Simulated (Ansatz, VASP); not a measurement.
Two plane-wave programs on ZnCu

```
Zn Cu
1.0
     2.98375    0.00000    0.00000
     0.00000    2.98375    0.00000
     0.00000    0.00000    2.98375
Zn Cu
1 1
Direct
  0.50000 0.50000 0.50000
  0.00000 0.00000 0.00000
```

Alike in both runs: task single point; functional r2SCAN; k mesh 9 × 9 × 9; occupations fermi-dirac, width 0.05 eV; no spin polarisation.

|  | VASP | Ansatz |
| --- | --- | --- |
| version | VASP 6.6.1 | Ansatz 0.2.0 |
| potentials or method | VASP PAW PBE potentials, release 64 (Zn, Cu) | Ansatz PAW |
| plane-wave cutoff (eV) | 660 | 500 |
| valence electrons in the cell | 23 | 31 |

VASP gave:

```
gap on the k mesh at the Fermi level (eV) : none
pressure (GPa)                            : -6.9
```

What did Ansatz give for the same quantities?

gap on the k mesh at the Fermi level (eV): none; pressure (GPa): -7.3.

VASP's potentials were made for PBE, not for r2SCAN. A gap of «none» marks a metal or a gap that the smearing closes. VASP's potentials hold 23 valence electrons a cell and Ansatz's 31, so a difference there can come from the potentials and not from the codes.
